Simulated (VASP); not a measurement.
PbSe (Clausthalite):

```
CELL_PARAMETERS angstrom
0.00000 3.06969 3.06969
3.06969 0.00000 3.06969
3.06969 3.06969 0.00000
ATOMIC_POSITIONS crystal
Pb 0.00000 0.00000 0.00000
Se 0.50000 0.50000 0.50000
```

Base run:

```yaml
Program: VASP 6.6.1
Functional: PBEsol
Potentials_or_basis: VASP PAW PBE potentials, release 64 (Pb_d, Se)
Cutoff: 500 eV
k_mesh: 6 × 6 × 6
Occupations: gaussian, width 0.01 eV
Spin: no spin polarisation
```

Its results: band gap on the k mesh 0.23 eV, direct; pressure -1.0 GPa.

Task: After a change of settings the same cell gave: band gap on the k mesh 0.32 eV, direct; pressure 1.9 GPa. Which change was it?
A. functional from PBEsol to PBE; k mesh from 6 × 6 × 6 to 4 × 4 × 4
B. occupations from gaussian, width 0.01 eV to methfessel-paxton, width 0.0305 eV
C. k mesh from 6 × 6 × 6 to 6 × 6 × 6, shifted; further incar settings from ALGO = Normal; EDIFF = 1e-06; NBANDS = 17 to ALGO = Normal; EDIFF = 1e-06; NBANDS = 17; ISYM = 0
D. dispersion from none to D4

Result: A.

Caveats: some runs use coarse meshes; spin-orbit coupling is left out, which moves the levels of the heavy elements; the PAW data sets were made with another functional, which shifts forces and pressure a little (some runs).
